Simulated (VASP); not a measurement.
# MgO (Fm-3m) in VASP: single point with PBEsol

Aim: the single point of MgO with PBEsol.

All numbers are computed with VASP 6.6.1; they aren't measurements. Logs are shortened: lines on timing, memory, paths and dates and some standing lists are left out, and cuts for length are marked.

**1. The cell of the first run**

The structure is cubic, space group Fm-3m (No. 225). The conventional cell has a = 4.313 Å, b = 4.313 Å, c = 4.313 Å, α = 90.00°, β = 90.00°, γ = 90.00°. Within 2.9 Å of Mg (site symmetry m-3m) lie 6 O at 2.16 Å. Within 2.9 Å of O (site symmetry m-3m) lie 6 Mg at 2.16 Å.

**2. Single point, PBEsol**

The input, INCAR:

```
SYSTEM = MgO
  ALGO = Normal
  EDIFF = 1E-6
  ENCUT = 520
  GGA = PS
  ISIF = 2
  ISMEAR = 0
  LASPH = .TRUE.
  LCHARG = .TRUE.
  LELF = .TRUE.
  LREAL = .FALSE.
  LVHAR = .TRUE.
  LWAVE = .FALSE.
  NBANDS = 11
  NELM = 80
  PREC = Accurate
  SIGMA = 0.05
```

The input, KPOINTS:

```
k-points
0
G
  14 14 14
  0 0 0
```

The input, POSCAR:

```
MgO
1.0
    0.0000000000      2.1563694919      2.1563694919
    2.1563694919      0.0000000000      2.1563694919
    2.1563694919      2.1563694919      0.0000000000
Mg O
1 1
Direct
    0.0000000000      0.0000000000      0.0000000000
    0.5000000000      0.5000000000      0.5000000000
```

Potentials or basis: VASP PAW PBE potentials, release 64 (Mg, O).

On the command line:

```sh
cat potpaw_PBE.64/Mg/POTCAR potpaw_PBE.64/O/POTCAR > POTCAR
mpirun -np 1 vasp_std > vasp.out
```

OUTCAR:

```text
SYSTEM = MgO
   EDIFF = 1E-6
   ENCUT = 520
   GGA = PS
   ISIF = 2
   ISMEAR = 0
   LASPH = .TRUE.
   LREAL = .FALSE.
   NELM = 80
   PREC = Accurate

 ion  position               nearest neighbor table
   1  0.000  0.000  0.000-   2 2.16   2 2.16   2 2.16   2 2.16   2 2.16   2 2.16
   2  0.500  0.500  0.500-   1 2.16   1 2.16   1 2.16   1 2.16   1 2.16   1 2.16

  LATTYP: Found a face centered cubic cell.
 ALAT       =     4.3127389838

  Lattice vectors:

 A1 = (   0.0000000000,   2.1563694919,   2.1563694919)
 A2 = (   2.1563694919,   0.0000000000,   2.1563694919)
 A3 = (   2.1563694919,   2.1563694919,   0.0000000000)

Analysis of symmetry for initial positions (statically):
=====================================================================
 Subroutine PRICEL returns:
 Original cell was already a primitive cell.

 Routine SETGRP: Setting up the symmetry group for a
 face centered cubic supercell.

 Subroutine GETGRP returns: Found 48 space group operations
 (whereof 48 operations were pure point group operations)
 out of a pool of 48 trial point group operations.

The static configuration has the point symmetry O_h .

Analysis of symmetry for dynamics (positions and initial velocities):
=====================================================================
 Subroutine PRICEL returns:
 Original cell was already a primitive cell.

 Routine SETGRP: Setting up the symmetry group for a
 face centered cubic supercell.

 Subroutine GETGRP returns: Found 48 space group operations
 (whereof 48 operations were pure point group operations)
 out of a pool of 48 trial point group operations.

The dynamic configuration has the point symmetry O_h .

 Subroutine INISYM returns: Found 48 space group operations
 (whereof 48 operations are pure point group operations),
 and found     1 'primitive' translations

----------------------------------------------------------------------------------------

                                     Primitive cell

  volume of cell :      20.0539

  direct lattice vectors                    reciprocal lattice vectors
     0.000000000  2.156369492  2.156369492    -0.231871208  0.231871208  0.231871208
     2.156369492  0.000000000  2.156369492     0.231871208 -0.231871208  0.231871208
     2.156369492  2.156369492  0.000000000     0.231871208  0.231871208 -0.231871208

  length of vectors
     3.049566981  3.049566981  3.049566981     0.401612714  0.401612714  0.401612714

  position of ions in fractional coordinates (direct lattice)
     0.000000000  0.000000000  0.000000000
     0.500000000  0.500000000  0.500000000

  ion indices of the primitive-cell ions
   primitive index   ion index
                 1           1
                 2           2

----------------------------------------------------------------------------------------

 KPOINTS: k-points

Automatic generation of k-mesh.
 Grid dimensions read from file:
 generate k-points for:   14   14   14

 Generating k-lattice:

  Cartesian coordinates                     Fractional coordinates (reciprocal lattice)
    -0.016562229  0.016562229  0.016562229     0.071428571  0.000000000  0.000000000
     0.016562229 -0.016562229  0.016562229     0.000000000  0.071428571  0.000000000
     0.016562229  0.016562229 -0.016562229     0.000000000  0.000000000  0.071428571

  Length of vectors
     0.028686622  0.028686622  0.028686622

  Shift w.r.t. Gamma in fractional coordinates (k-lattice)
     0.000000000  0.000000000  0.000000000

 Subroutine IBZKPT returns following result:
 ===========================================

 Found    104 irreducible k-points:

 Following reciprocal coordinates:
            Coordinates               Weight
  0.000000  0.000000  0.000000      1.000000
  0.071429  0.000000  0.000000      8.000000
  0.142857  0.000000  0.000000      8.000000
  0.214286  0.000000  0.000000      8.000000
  0.285714  0.000000  0.000000      8.000000
  0.357143  0.000000  0.000000      8.000000
[... 16 lines left out ...]
  0.214286  0.142857  0.000000     24.000000
  0.285714  0.142857  0.000000     24.000000
 [... further k-points ...]
   k-points           NKPTS =    104   k-points in BZ     NKDIM =    104   number of bands    NBANDS=     11
   number of dos      NEDOS =    301   number of ions     NIONS =      2
   total plane-waves  NPLWV =  13824
   dimension x,y,z NGX =    24 NGY =   24 NGZ =   24
   dimension x,y,z NGXF=    48 NGYF=   48 NGZF=   48
   ions per type =               1   1
   NGX,Y,Z   is equivalent  to a cutoff of  13.08, 13.08, 13.08 a.u.
   NGXF,Y,Z  is equivalent  to a cutoff of  26.17, 26.17, 26.17 a.u.
 SYSTEM =  MgO
   PREC   = accura    normal or accurate (medium, high low for compatibility)
   ISTART =      0    job   : 0-new  1-cont  2-samecut
   ICHARG =      2    charge: 1-file 2-atom 10-const
   ISPIN  =      1    spin polarized calculation?
   LNONCOLLINEAR =      F non collinear calculations
   LSORBIT =      F    spin-orbit coupling
   LASPH  =      T    aspherical Exc in radial PAW
   ENCUT  =  520.0 eV  38.22 Ry    6.18 a.u.   5.67  5.67  5.67*2*pi/ulx,y,z
   NELM   =     80;   NELMIN=  2; NELMDL= -5     # of ELM steps
   EDIFF  = 0.1E-05   stopping-criterion for ELM
   LREAL  =      F    real-space projection
   EDIFFG = 0.1E-04   stopping-criterion for IOM
   NSW    =      0    number of steps for IOM
   IBRION =     -1    ionic relax: 0-MD 1-quasi-New 2-CG
   NFREE  =      0    steps in history (QN), initial steepest desc. (CG)
   ISIF   =      2    stress and relaxation
   ISYM   =      2    0-nonsym 1-usesym 2-fastsym
   POTIM  = 0.5000    time-step for ionic-motion
   TEBEG  =    0.0;   TEEND  =   0.0 temperature during run
   PSTRESS=    0.0 pullay stress
   NELECT =       8.0000    total number of electrons
   NUPDOWN=      -1.0000    fix difference up-down
   EMIN   =  10.00;   EMAX   =-10.00  energy-range for DOS
   EFERMI =   0.00;   METHOD = LEGACY
   ISMEAR =     0;   SIGMA  =   0.05  broadening in eV -4-tet -1-fermi 0-gaus
   EFERMI_NEDOS =   21; number of points for ismear=-14 and -15
   IALGO  =     38    algorithm
   IMIX   =      4    mixing-type and parameters
     AMIX     =   0.40;   BMIX     =  1.00
     AMIX_MAG =   1.60;   BMIX_MAG =  1.00
  volume/ion in A,a.u.               =      10.03        67.67
  Fermi-wavevector in a.u.,A,eV,Ry     =   1.205142  2.277389 19.760664  1.452368
  Thomas-Fermi vector in A             =   2.340847
   LORBIT       =      0    0 simple, 1 ext, 2 COOP (PROOUT), +10 PAW based schemes
   GGA     = PS    functional components
   LHFCALC =     F    Hartree Fock is set to
   AEXX    =    0.0000 exact exchange contribution
   IVDW    =     0    specifies the selected vdW correction
   LEPSILON=     F    determine dielectric tensor
   LRPA    =     F    only Hartree local field effects (RPA)
 non-spin polarized calculation
 Gauss-broadening in eV      SIGMA  =   0.05
  energy-cutoff  :      520.00
  volume of cell :       20.05
 maximum number of plane-waves:       552
   NGX = 11   NGY = 11   NGZ = 11

 number of electron       7.9999997 magnetization

 Free energy of the ion-electron system (eV)
  ---------------------------------------------------
  ext. energy  EPLUGINS =         0.00000000
  ---------------------------------------------------
  free energy    TOTEN  =       -12.46744890 eV

  energy without entropy =      -12.46744890  energy(sigma->0) =      -12.46744890

 E-fermi :   2.7506     XC(G=0): -10.9724

 val. band max:        2.5557323491   @ k =   0.0000   0.0000   0.0000
 cond. band min:       6.5365149539   @ k =   0.0000   0.0000   0.0000
 fundamental gap:      3.9807826048
 Fermi energy:         2.7505805128

 k-point     1 :       0.0000    0.0000    0.0000
  band No.  band energies     occupation
      1     -14.2981      2.00000
      2       2.5557      2.00000
      3       2.5557      2.00000
      4       2.5557      2.00000
      5       6.5365      0.00000
      6      17.7933      0.00000
      7      17.7933      0.00000
      8      17.7933      0.00000
      9      21.4541      0.00000
     10      23.2563      0.00000
     11      23.2563      0.00000

 k-point     2 :       0.0714    0.0000    0.0000
  band No.  band energies     occupation
      1     -14.2491      2.00000
      2       2.1972      2.00000
      3       2.5242      2.00000
      4       2.5242      2.00000
      5       6.8917      0.00000
      6      17.0413      0.00000
      7      17.9074      0.00000
      8      17.9074      0.00000
      9      22.4033      0.00000
     10      22.7366      0.00000
     11      22.7366      0.00000

 k-point     3 :       0.1429    0.0000    0.0000
  band No.  band energies     occupation
      1     -14.1086      2.00000
      2       1.3848      2.00000
      3       2.4373      2.00000
      4       2.4373      2.00000
      5       7.6826      0.00000
      6      15.8314      0.00000
      7      18.1902      0.00000
      8      18.1902      0.00000
      9      22.0170      0.00000
     10      22.0170      0.00000
     11      23.5754      0.00000

 k-point     4 :       0.2143    0.0000    0.0000
  band No.  band energies     occupation
      1     -13.8960      2.00000
      2       0.4481      2.00000
      3       2.3156      2.00000
      4       2.3156      2.00000
      5       8.5430      0.00000
      6      14.8612      0.00000
      7      18.4430      0.00000
      8      18.4430      0.00000
      9      21.7049      0.00000
     10      21.7049      0.00000
     11      23.4986      0.00000

 k-point     5 :       0.2857    0.0000    0.0000
  band No.  band energies     occupation
      1     -13.6444      2.00000
      2      -0.4396      2.00000
      3       2.1852      2.00000
      4       2.1852      2.00000
      5       9.2436      0.00000
      6      14.2984      0.00000
      7      18.4423      0.00000
      8      18.4423      0.00000
      9      22.0348      0.00000
     10      22.0348      0.00000
     11      23.0542      0.00000
[... 211 lines left out ...]
 k-point    21 :      -0.0714    0.0714    0.0000
  band No.  band energies     occupation
      1     -14.1699      2.00000
      2       1.7499      2.00000
      3       2.3995      2.00000
      4       2.5036      2.00000
      5       7.3796      0.00000
      6      16.2604      0.00000
      7      18.0089      0.00000
      8      18.1194      0.00000
      9      21.7474      0.00000
     10      22.7196      0.00000
     11      23.4502      0.00000

 k-point    22 :       0.1429    0.1429    0.0000
  band No.  band energies     occupation
      1     -14.0490      2.00000
      2       1.3034      2.00000
      3       2.2799      2.00000
      4       2.2799      2.00000
      5       8.0490      0.00000
      6      15.3107      0.00000
      7      18.3255      0.00000
      8      18.3255      0.00000
      9      19.9435      0.00000
     10      23.8546      0.00000
     11      25.2502      0.00000

 k-point    23 :       0.2143    0.1429    0.0000
  band No.  band energies     occupation
      1     -13.8946      2.00000
      2       0.7138      2.00000
      3       2.1468      2.00000
      4       2.1487      2.00000
      5       8.7410      0.00000
      6      14.5544      0.00000
      7      18.3423      0.00000
      8      18.5756      0.00000
      9      19.3442      0.00000
     10      23.8575      0.00000
     11      25.8738      0.00000

 k-point    24 :       0.2857    0.1429    0.0000
  band No.  band energies     occupation
      1     -13.6838      2.00000
      2       0.0074      2.00000
      3       1.9691      2.00000
      4       2.0135      2.00000
      5       9.5106      0.00000
      6      13.9727      0.00000
      7      17.6692      0.00000
      8      18.7361      0.00000
      9      19.7938      0.00000
     10      23.8665      0.00000
     11      25.6473      0.00000

 [... further k-points ...]
[... 5 lines left out ...]
  --------------------------------------------------------------------------------------
  -------------------------------------------------------------------------------------
  Total       -1.2589133     -1.2589133     -1.2589133      0.0000000      0.0000000      0.0000000
  in kB     -100.5788959   -100.5788959   -100.5788959      0.0000000      0.0000000      0.0000000
  external PRESSURE =    -100.5788959 kB  Pullay stress =       0.0000000 kB

 VOLUME and BASIS-vectors are now :
 -----------------------------------------------------------------------------
  energy-cutoff  :      520.00
  volume of cell :       20.05
      direct lattice vectors                 reciprocal lattice vectors
     0.000000000  2.156369492  2.156369492    -0.231871208  0.231871208  0.231871208
     2.156369492  0.000000000  2.156369492     0.231871208 -0.231871208  0.231871208
     2.156369492  2.156369492  0.000000000     0.231871208  0.231871208 -0.231871208

 POSITION                                       TOTAL-FORCE (eV/Angst)
 -----------------------------------------------------------------------------------
      0.00000      0.00000      0.00000         0.000000      0.000000      0.000000
      2.15637      2.15637      2.15637         0.000000      0.000000      0.000000
 -----------------------------------------------------------------------------------
    total drift:                               -0.000000     -0.000000      0.000000

  FREE ENERGIE OF THE ION-ELECTRON SYSTEM (eV)
  ---------------------------------------------------
  free  energy   TOTEN  =       -12.4674488956 eV

  energy  without entropy=      -12.4674488956  energy(sigma->0) =      -12.46744890
```

Run time: 10 s. Hardware: 1 thread of AMD EPYC 9R45 (Zen 5), shared host; peak memory 0.12 GiB.

Results:

| Property | Result |
| --- | --- |
| Free energy | -12.4674 eV |
| Pressure | -10.1 GPa |
| Band gap on the k mesh | 3.98 eV, direct |

Levels at points of the mesh, in eV from the valence-band top:
```tsv
k point	band 1	band 2	band 3	band 4	band 5	band 6	band 7	band 8
(0.00, 0.00, 0.00)	-16.85	0.00	0.00	0.00	3.98	15.24	15.24	15.24
(0.50, 0.00, 0.00)	-15.71	-4.38	-0.59	-0.59	7.31	11.72	15.47	15.47
(0.50, 0.50, 0.00)	-15.47	-3.86	-1.27	-1.27	8.84	9.14	12.24	17.80
```

Caveat: the PAW data sets were made with another functional, which shifts forces and pressure a little. A hybrid or GW would open this gap; PBEsol tends to underestimate it.
